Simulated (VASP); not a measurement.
# MnPt2 (P-3m1) in VASP: further runs

MnPt2 is run at these levels: PBEsol, r2SCAN, PBE; tasks: single point.

All numbers are computed with VASP 6.6.1; they aren't measurements. Logs are shortened: lines on timing, memory, paths and dates and some standing lists are left out, and cuts for length are marked.

## 1. The cell of the first run

It takes space group P-3m1 (No. 164, trigonal). Conventional cell: a = 2.858 Å, b = 2.858 Å, c = 6.533 Å, α = 90.00°, β = 90.00°, γ = 120.00°. Within 3.5 Å of Pt (site symmetry 3m) lie 3 Mn at 2.64 Å and 9 Pt at 2.86 to 2.91 Å. Mn (site symmetry -3m) has 6 Pt at 2.64 Å and 6 Mn at 2.86 Å within 3.5 Å.

## 2. Single point, PBEsol, collinear spin, ferromagnetic start

INCAR

```
SYSTEM = MnPt2
  PREC = Accurate
  ENCUT = 500
  EDIFF = 1E-6
  ISMEAR = 0
  SIGMA = 0.1
  LREAL = .False.
  LASPH = .True.
  NELM = 200
  ALGO = Normal
  ISIF = 2
  LWAVE = .False.
  LCHARG = .False.
  ISPIN = 2
  MAGMOM = 0 0 4
  LORBIT = 11
  LMAXMIX = 4
  GGA = PS
  NBANDS = 28
  GGA_COMPAT = .False.
```

KPOINTS

```
Automatic mesh
0
Gamma
  9 9 4
  0 0 0
```

POSCAR

```
MnPt2
1.0
    2.8584044518      0.0000000000      0.0000000000
   -1.4292022259      2.4754508696      0.0000000000
    0.0000000000      0.0000000000      6.5325040000
Pt Mn
2 1
Direct
    0.6666666667      0.3333333333      0.3162060000
    0.3333333333      0.6666666667      0.6837940000
    0.0000000000      0.0000000000      0.0000000000
```

Potentials or basis: VASP PAW PBE potentials, release 64 (Pt, Mn_pv).

On the command line:

```console
> cat potpaw_PBE.64/Pt/POTCAR potpaw_PBE.64/Mn_pv/POTCAR > POTCAR
> mpirun -np 1 vasp_std > vasp.out
```

OUTCAR:

```text
SYSTEM = MnPt2
   PREC = Accurate
   ENCUT = 500
   EDIFF = 1E-6
   ISMEAR = 0
   LREAL = .False.
   LASPH = .True.
   NELM = 200
   ISIF = 2
   ISPIN = 2
   LORBIT = 11
   GGA = PS

 ion  position               nearest neighbor table
   1  0.667  0.333  0.316-   3 2.64   3 2.64   3 2.64   2 2.91   2 2.91   2 2.91
   2  0.333  0.667  0.684-   3 2.64   3 2.64   3 2.64   1 2.91   1 2.91   1 2.91
   3  0.000  0.000  0.000-   1 2.64   2 2.64   1 2.64   2 2.64   1 2.64   2 2.64

  LATTYP: Found a hexagonal cell.
 ALAT       =     2.8584044518
 C/A-ratio  =     2.2853672775

  Lattice vectors:

 A1 = (   2.8584044518,   0.0000000000,   0.0000000000)
 A2 = (  -1.4292022259,   2.4754508696,   0.0000000000)
 A3 = (   0.0000000000,   0.0000000000,   6.5325040000)

Analysis of symmetry for initial positions (statically):
=====================================================================
 Subroutine PRICEL returns:
 Original cell was already a primitive cell.

 Routine SETGRP: Setting up the symmetry group for a
 hexagonal supercell.

 Subroutine GETGRP returns: Found 12 space group operations
 (whereof 12 operations were pure point group operations)
 out of a pool of 24 trial point group operations.

The static configuration has the point symmetry D_3d.

Analysis of symmetry for dynamics (positions and initial velocities):
=====================================================================
 Subroutine PRICEL returns:
 Original cell was already a primitive cell.

 Routine SETGRP: Setting up the symmetry group for a
 hexagonal supercell.

 Subroutine GETGRP returns: Found 12 space group operations
 (whereof 12 operations were pure point group operations)
 out of a pool of 24 trial point group operations.

The dynamic configuration has the point symmetry D_3d.

Analysis of structural, dynamic, and magnetic symmetry:
=====================================================================
 Subroutine PRICEL returns:
 Original cell was already a primitive cell.

 Routine SETGRP: Setting up the symmetry group for a
 hexagonal supercell.

 Subroutine GETGRP returns: Found 12 space group operations
 (whereof 12 operations were pure point group operations)
 out of a pool of 24 trial point group operations.

The overall configuration has the point symmetry D_3d.

 Subroutine INISYM returns: Found 12 space group operations
 (whereof 12 operations are pure point group operations),
 and found     1 'primitive' translations

----------------------------------------------------------------------------------------

                                     Primitive cell

  volume of cell :      46.2230

  direct lattice vectors                    reciprocal lattice vectors
     2.858404452  0.000000000  0.000000000     0.349845523  0.201983407  0.000000000
    -1.429202226  2.475450870  0.000000000     0.000000000  0.403966814  0.000000000
     0.000000000  0.000000000  6.532504000     0.000000000  0.000000000  0.153080656

  length of vectors
     2.858404452  2.858404452  6.532504000     0.403966814  0.403966814  0.153080656

  position of ions in fractional coordinates (direct lattice)
     0.666666667  0.333333333  0.316206000
     0.333333333  0.666666667  0.683794000
     0.000000000  0.000000000  0.000000000

  ion indices of the primitive-cell ions
   primitive index   ion index
                 1           1
                 2           2
                 3           3

----------------------------------------------------------------------------------------

 KPOINTS: Automatic mesh

Automatic generation of k-mesh.
 Grid dimensions read from file:
 generate k-points for:    9    9    4

 Generating k-lattice:

  Cartesian coordinates                     Fractional coordinates (reciprocal lattice)
     0.038871725  0.022442601  0.000000000     0.111111111 -0.000000000  0.000000000
     0.000000000  0.044885202  0.000000000     0.000000000  0.111111111  0.000000000
     0.000000000  0.000000000  0.038270164     0.000000000  0.000000000  0.250000000

  Length of vectors
[... 45 lines left out ...]
   AEXX    =    0.0000 exact exchange contribution
   IVDW    =     0    specifies the selected vdW correction
   LEPSILON=     F    determine dielectric tensor
   LRPA    =     F    only Hartree local field effects (RPA)
 spin polarized calculation
 Gauss-broadening in eV      SIGMA  =   0.10
  energy-cutoff  :      500.00
  volume of cell :       46.22
 maximum number of plane-waves:      1188
 NGX is ok and might be reduce to    24
   NGX = 11   NGY = 11   NGZ = 23

 number of electron      33.0000009 magnetization       4.4988639

 Free energy of the ion-electron system (eV)
  ---------------------------------------------------
  ext. energy  EPLUGINS =         0.00000000
  ---------------------------------------------------
  free energy    TOTEN  =       -23.93487146 eV

  energy without entropy =      -23.92201486  energy(sigma->0) =      -23.92844316

 E-fermi :   9.4053     XC(G=0): -12.9911

 val. band max:        9.4028726930   @ k =   0.1111   0.1111   0.2500
 cond. band min:       9.4148233462   @ k =   0.0000   0.4444   0.2500
 fundamental gap:      0.0119506533
 Fermi energy:         9.4052772131

 spin component 1

 k-point     1 :       0.0000    0.0000    0.0000
  band No.  band energies     occupation
      1     -40.2055      1.00000
      2     -40.1770      1.00000
      3     -40.1770      1.00000
      4      -0.0016      1.00000
      5       2.3272      1.00000
      6       3.5205      1.00000
[... 20 lines left out ...]
     27      28.2635      0.00000
[... 691 lines left out ...]
      6       4.1546      1.00000
[... 20 lines left out ...]
     27      24.4074      0.00000
     28      24.8229      0.00000

 [... further k-points ...]

 spin component 2

 k-point     1 :       0.0000    0.0000    0.0000
  band No.  band energies     occupation
      1     -36.2923      1.00000
      2     -36.1871      1.00000
      3     -36.1871      1.00000
      4       0.2648      1.00000
      5       2.4754      1.00000
      6       4.3069      1.00000
[... 20 lines left out ...]
     27      28.9935      0.00000
[... 691 lines left out ...]
      6       4.5695      1.00000
[... 20 lines left out ...]
     27      24.8956      0.00000
     28      25.2739      0.00000

 [... further k-points ...]

------------------------ aborting loop because EDIFF is reached ----------------------------------------

  FORCE on cell =-STRESS in cart. coord.  units (eV):
  Direction    XX          YY          ZZ          XY          YZ          ZX
  --------------------------------------------------------------------------------------
  -------------------------------------------------------------------------------------
  Total       -3.0391786     -3.0391786     -1.9041274      0.0000000     -0.0000000      0.0000000
  in kB     -105.3438369   -105.3438369    -66.0007573      0.0000000     -0.0000000      0.0000000
  external PRESSURE =     -92.2294771 kB  Pullay stress =       0.0000000 kB

 VOLUME and BASIS-vectors are now :
 -----------------------------------------------------------------------------
  energy-cutoff  :      500.00
  volume of cell :       46.22
      direct lattice vectors                 reciprocal lattice vectors
     2.858404452  0.000000000  0.000000000     0.349845523  0.201983407  0.000000000
    -1.429202226  2.475450870  0.000000000     0.000000000  0.403966814  0.000000000
     0.000000000  0.000000000  6.532504000     0.000000000  0.000000000  0.153080656

 POSITION                                       TOTAL-FORCE (eV/Angst)
 -----------------------------------------------------------------------------------
      1.42920      0.82515      2.06562         0.000000      0.000000      0.070587
     -0.00000      1.65030      4.46689        -0.000000     -0.000000     -0.070587
      0.00000      0.00000      0.00000         0.000000     -0.000000      0.000000
 -----------------------------------------------------------------------------------
    total drift:                                0.000000     -0.000000     -0.000000

  FREE ENERGIE OF THE ION-ELECTRON SYSTEM (eV)
  ---------------------------------------------------
  free  energy   TOTEN  =       -23.9348714582 eV

  energy  without entropy=      -23.9220148642  energy(sigma->0) =      -23.92844316

 total charge

# of ion       s       p       d       tot
------------------------------------------
    1        0.641   0.530   8.040   9.211
    2        0.641   0.530   8.040   9.211
    3        0.322   6.268   4.964  11.554
--------------------------------------------------
tot          1.604   7.328  21.044  29.976

 magnetization (x)

# of ion       s       p       d       tot
------------------------------------------
    1       -0.017   0.000   0.301   0.284
    2       -0.017   0.000   0.301   0.284
    3        0.015   0.026   3.701   3.741
--------------------------------------------------
tot         -0.019   0.026   4.302   4.309
```

Run time: 3.2 min. Hardware: 1 thread of Intel Xeon 8259CL, shared host; peak memory 0.24 GiB.

Results:

```
Free energy                                           : -23.9349 eV
Pressure                                              : -9.2 GPa
Largest force                                         : 0.071 eV/Å
Net moment                                            : 4.50 μB per cell
Site moments                                          : Pt +0.28; Mn +3.74 μB
Valence electrons inside the program's atomic spheres : Pt 9.21; Mn 11.55
```

Forces on the atoms (eV/Å):
```
Pt   0.000  0.000  0.071
Pt   0.000  0.000 -0.071
Mn   0.000  0.000  0.000
```

Stress tensor (GPa, compression positive):
```
-10.53   0.00   0.00
  0.00 -10.53   0.00
  0.00   0.00  -6.60
```

Caveat: the PAW data sets were made with another functional, which shifts forces and pressure a little; spin-orbit coupling is left out, which moves the levels of the heavy elements.

## 3. Single point, PBEsol, collinear spin, ferromagnetic start

INCAR

```
PREC = Accurate
ENCUT = 500
EDIFF = 1E-6
ISMEAR = 0
SIGMA = 0.1
LREAL = False
LASPH = True
NELM = 200
ALGO = Normal
ISIF = 2
LWAVE = False
LCHARG = False
ISPIN = 2
MAGMOM = 0 0 4
LORBIT = 11
LMAXMIX = 4
GGA = PS
NBANDS = 28
GGA_COMPAT = False
```

KPOINTS

```
regular mesh
0
Gamma
  9 9 4
```

POSCAR is that of step 2.

Potentials or basis: VASP PAW PBE potentials, release 64 (Pt, Mn_pv).

On the command line:

```console
> cat potpaw_PBE.64/Pt/POTCAR potpaw_PBE.64/Mn_pv/POTCAR > POTCAR
> mpirun -np 1 vasp_std > vasp.out
```

Wall time 3.1 min (1 thread of Intel Xeon 8259CL, shared host); peak memory 0.24 GiB.

The run converged. Its results:

| Property | Result |
| --- | --- |
| Free energy | -23.9349 eV |
| Pressure | -9.2 GPa |
| Largest force | 0.071 eV/Å |
| Net moment | 4.50 μB per cell |
| Site moments | Pt +0.28; Mn +3.74 μB |
| Valence electrons inside the program's atomic spheres | Pt 9.21; Mn 11.55 |

Forces on the atoms (eV/Å):
```
Pt   0.000  0.000  0.071
Pt   0.000  0.000 -0.071
Mn   0.000  0.000  0.000
```

Stress tensor (GPa, compression positive):
```
-10.53   0.00   0.00
  0.00 -10.53   0.00
  0.00   0.00  -6.60
```

Levels at points of the mesh, in eV from the Fermi level:
Spin up:
```
           k point  band 17  band 18  band 19  band 20  band 21  band 22
(0.00, 0.00, 0.00)    -1.58    -1.10    -1.10    -0.83    -0.83     9.98
(0.00, 0.00, 0.50)    -1.74    -1.74    -0.15    -0.15     0.15     6.01
```
Spin down:
```
           k point  band 11  band 12  band 13  band 14  band 15  band 16  band 17  band 18  band 19  band 20
(0.00, 0.00, 0.00)    -2.80    -2.40    -1.90    -1.90    -0.93    -0.93     0.67     1.32     1.32     2.17
(0.00, 0.00, 0.50)    -3.10    -1.60    -1.60    -1.43    -1.43     0.24     0.45     1.37     1.37     2.34
```

Caveat: the PAW data sets were made with another functional, which shifts forces and pressure a little; spin-orbit coupling is left out, which moves the levels of the heavy elements.

## 4. Single point, r2SCAN, collinear spin, ferromagnetic start

POSCAR is that of step 3.

INCAR.step1

```
  PREC = Accurate
  ENCUT = 550
  ISMEAR = -1
  SIGMA = 0.1
  LREAL = False
  LASPH = True
  NELM = 200
  ISPIN = 2
  MAGMOM = 0 0 4
  LMAXMIX = 4
  NBANDS = 28
  GGA = PE
  ALGO = Normal
  EDIFF = 1E-5
  LWAVE = True
  LCHARG = False
  GGA_COMPAT = False
```

INCAR.step2

```
  PREC = Accurate
  ENCUT = 550
  EDIFF = 1E-6
  ISMEAR = -1
  SIGMA = 0.1
  LREAL = False
  LASPH = True
  NELM = 200
  ALGO = Normal
  ISIF = 2
  LWAVE = False
  LCHARG = False
  ISPIN = 2
  MAGMOM = 0 0 4
  LORBIT = 11
  LMAXMIX = 4
  METAGGA = R2SCAN
  LMIXTAU = True
  NBANDS = 28
  ISTART = 1
  GGA_COMPAT = False
```

KPOINTS

```
Automatic mesh
0
Gamma
  8 8 3
```

On the command line:

```console
> cat potpaw_PBE.64/Pt/POTCAR potpaw_PBE.64/Mn_pv/POTCAR > POTCAR
> cp INCAR.step1 INCAR
> mpirun -np 1 vasp_std > vasp.out
> cp INCAR.step2 INCAR
> mpirun -np 1 vasp_std > vasp.out
```

Run time: 6.9 min. Hardware: 1 thread of Intel Xeon 8259CL, shared host; peak memory 0.24 GiB.

It converged, with:

| Property | Result |
| --- | --- |
| Free energy | -119.0944 eV |
| Pressure | -2.0 GPa |
| Largest force | 0.033 eV/Å |
| Net moment | 4.73 μB per cell |
| Site moments | Pt +0.27; Mn +4.03 μB |
| Valence electrons inside the program's atomic spheres | Pt 9.26; Mn 11.54 |

Forces on the atoms (eV/Å):
```
Pt   0.000  0.000  0.033
Pt   0.000  0.000 -0.033
Mn   0.000  0.000  0.000
```

Stress tensor (GPa, compression positive):
```
-1.77  0.00  0.00
 0.00 -1.77  0.00
 0.00  0.00 -2.46
```

Levels at points of the mesh, in eV from the Fermi level:
Spin up:
| k point | band 15 | band 16 | band 17 | band 18 | band 19 | band 20 | band 21 | band 22 | band 23 | band 24 |
| --- | --- | --- | --- | --- | --- | --- | --- | --- | --- | --- |
| (0.00, 0.00, 0.00) | -2.61 | -2.03 | -2.03 | -1.15 | -1.15 | -1.08 | -1.08 | 10.57 | 11.50 | 15.93 |
| (0.50, 0.00, 0.00) | -0.68 | -0.42 | -0.13 | 0.11 | 1.53 | 1.90 | 2.11 | 5.89 | 6.13 | 8.88 |
Spin down:
```
           k point  band 12  band 13  band 14  band 15  band 16  band 17  band 18  band 19
(0.00, 0.00, 0.00)    -2.54    -1.86    -1.86    -0.93    -0.93     1.49     2.11     2.11
(0.50, 0.00, 0.00)    -0.85     0.24     0.31     0.76     2.06     2.15     2.75     3.10
```

Caveat: the PAW data sets were made with another functional, which shifts forces and pressure a little; spin-orbit coupling is left out, which moves the levels of the heavy elements.

## 5. Single point, PBE, collinear spin, ferromagnetic start

INCAR

```
SYSTEM = MnPt2
  ALGO = Normal
  EDIFF = 1E-6
  ENCUT = 500
  GGA = PE
  GGA_COMPAT = .False.
  ISIF = 2
  ISMEAR = -1
  ISPIN = 2
  LASPH = .True.
  LCHARG = .False.
  LMAXMIX = 4
  LORBIT = 11
  LREAL = .False.
  LWAVE = .False.
  MAGMOM = 0 0 4
  NBANDS = 28
  NELM = 200
  PREC = Accurate
  SIGMA = 0.1
```

KPOINTS

```
k-points
0
Gamma
  10 10 4
  0 0 0
```

POSCAR is that of step 4.

On the command line:

```console
> cat potpaw_PBE.64/Pt/POTCAR potpaw_PBE.64/Mn_pv/POTCAR > POTCAR
> mpirun -np 1 vasp_std > vasp.out
```

Run time: 3.3 min. Hardware: 1 thread of Intel Xeon 8259CL, shared host; peak memory 0.25 GiB.

Results (log left out):

* Free energy: -21.7942 eV
* Pressure: -1.0 GPa
* Largest force: 0.019 eV/Å
* Net moment: 4.41 μB per cell
* Site moments: Pt +0.26; Mn +3.71 μB
* Valence electrons inside the program's atomic spheres: Pt 9.23; Mn 11.55

Forces on the atoms (eV/Å):
```
Pt   0.000  0.000  0.019
Pt   0.000  0.000 -0.019
Mn   0.000  0.000  0.000
```

Stress tensor (GPa, compression positive):
```
-1.23  0.00  0.00
 0.00 -1.23  0.00
 0.00  0.00 -0.47
```

Levels at points of the mesh, in eV from the Fermi level:
Spin up:
| k point | band 16 | band 17 | band 18 | band 19 | band 20 | band 21 | band 22 | band 23 |
| --- | --- | --- | --- | --- | --- | --- | --- | --- |
| (0.00, 0.00, 0.00) | -1.56 | -1.56 | -1.04 | -1.04 | -0.79 | -0.79 | 10.11 | 11.16 |
| (0.50, 0.00, 0.00) | -0.24 | -0.14 | 0.21 | 1.57 | 1.80 | 2.03 | 5.75 | 5.81 |
| (0.00, 0.00, 0.50) | -1.74 | -1.73 | -1.73 | -0.11 | -0.11 | 0.30 | 6.09 | 14.35 |
| (0.50, 0.00, 0.50) | -0.62 | -0.35 | -0.09 | -0.04 | 1.92 | 2.67 | 4.88 | 8.49 |
Spin down:
```
           k point  band 11  band 12  band 13  band 14  band 15  band 16  band 17  band 18  band 19  band 20
(0.00, 0.00, 0.00)    -2.70    -2.36    -1.85    -1.85    -0.90    -0.90     0.72     1.33     1.33     2.16
(0.50, 0.00, 0.00)    -1.73    -1.06     0.09     0.12     0.16     1.64     2.00     2.35     2.53     2.79
(0.00, 0.00, 0.50)    -3.01    -1.56    -1.56    -1.41    -1.41     0.29     0.53     1.39     1.39     2.32
(0.50, 0.00, 0.50)    -1.24    -0.79    -0.35     0.07     0.19     0.72     1.47     1.90     2.79     3.05
```

Caveat: spin-orbit coupling is left out, which moves the levels of the heavy elements.

## 6. Single point, PBE, collinear spin, ferromagnetic start

INCAR

```
PREC = Accurate
ENCUT = 500
EDIFF = 1E-6
ISMEAR = -1
SIGMA = 0.1
LREAL = False
LASPH = True
NELM = 200
ALGO = Normal
ISIF = 2
LWAVE = False
LCHARG = False
ISPIN = 2
MAGMOM = 0 0 4
LORBIT = 11
LMAXMIX = 4
GGA = PE
NBANDS = 28
GGA_COMPAT = False
```

KPOINTS

```
regular mesh
0
Gamma
  12 12 5
```

POSCAR is that of step 5.

Potentials or basis: VASP PAW PBE potentials, release 64 (Pt, Mn_pv).

On the command line:

```console
> cat potpaw_PBE.64/Pt/POTCAR potpaw_PBE.64/Mn_pv/POTCAR > POTCAR
> mpirun -np 1 vasp_std > vasp.out
```

Wall time 5.1 min (1 thread of Intel Xeon 8259CL, shared host); peak memory 0.3 GiB.

It converged, with:

```yaml
Free_energy: -21.7961 eV
Pressure: -1.0 GPa
Largest_force: 0.052 eV/Å
Net_moment: 4.41 μB per cell
Site_moments: Pt +0.26; Mn +3.71 μB
Valence_electrons_inside_the_program's_atomic_spheres: Pt 9.23; Mn 11.55
```

Forces in eV/Å, atoms in the order of the input:
```
Pt   0.000  0.000  0.052
Pt   0.000  0.000 -0.052
Mn   0.000  0.000  0.000
```

Stress tensor (GPa, compression positive):
```
-1.66  0.00  0.00
 0.00 -1.66  0.00
 0.00  0.00  0.48
```

Levels at points of the mesh, in eV from the Fermi level:
Spin up:
```tsv
k point	band 17	band 18	band 19	band 20	band 21	band 22
(0.00, 0.00, 0.00)	-1.59	-1.09	-1.09	-0.83	-0.83	10.06
(0.50, 0.00, 0.00)	-0.20	0.16	1.53	1.74	1.98	5.70
```
Spin down:
| k point | band 11 | band 12 | band 13 | band 14 | band 15 | band 16 | band 17 | band 18 | band 19 | band 20 |
| --- | --- | --- | --- | --- | --- | --- | --- | --- | --- | --- |
| (0.00, 0.00, 0.00) | -2.75 | -2.40 | -1.90 | -1.90 | -0.94 | -0.94 | 0.69 | 1.31 | 1.31 | 2.14 |
| (0.50, 0.00, 0.00) | -1.78 | -1.10 | 0.03 | 0.09 | 0.10 | 1.60 | 1.94 | 2.33 | 2.49 | 2.77 |

Caveat: spin-orbit coupling is left out, which moves the levels of the heavy elements.

## 7. Overview

```csv
level,k mesh,cutoff (eV),smearing,gap on the mesh (eV),pressure (GPa),moment (μB),largest force (eV/Å)
PBEsol,9 × 9 × 4,500,gaussian 0.1 eV,none,-9.2,4.50,0.07
r2SCAN,8 × 8 × 3,550,fermi-dirac 0.1 eV,none,-2.0,4.73,0.03
PBE,10 × 10 × 4,500,fermi-dirac 0.1 eV,none,-1.0,4.41,0.02
PBE,12 × 12 × 5,500,fermi-dirac 0.1 eV,none,-1.0,4.41,0.05
```

Alike in all rows: task single point; potentials or basis VASP PAW PBE potentials, release 64 (Pt, Mn_pv); spin collinear, ferromagnetic start; cell as given.

Every run on the cell as given and a fine mesh finds a metal. The pressure there spans -9.2 GPa (PBEsol) to -1.0 GPa (PBE); a positive pressure means that this level wants a larger cell, a negative one a smaller.

Caveats: spin-orbit coupling is left out, which moves the levels of the heavy elements; the PAW data sets were made with another functional, which shifts forces and pressure a little (some runs).

Absolute energies hang on the potentials; compare differences alone.
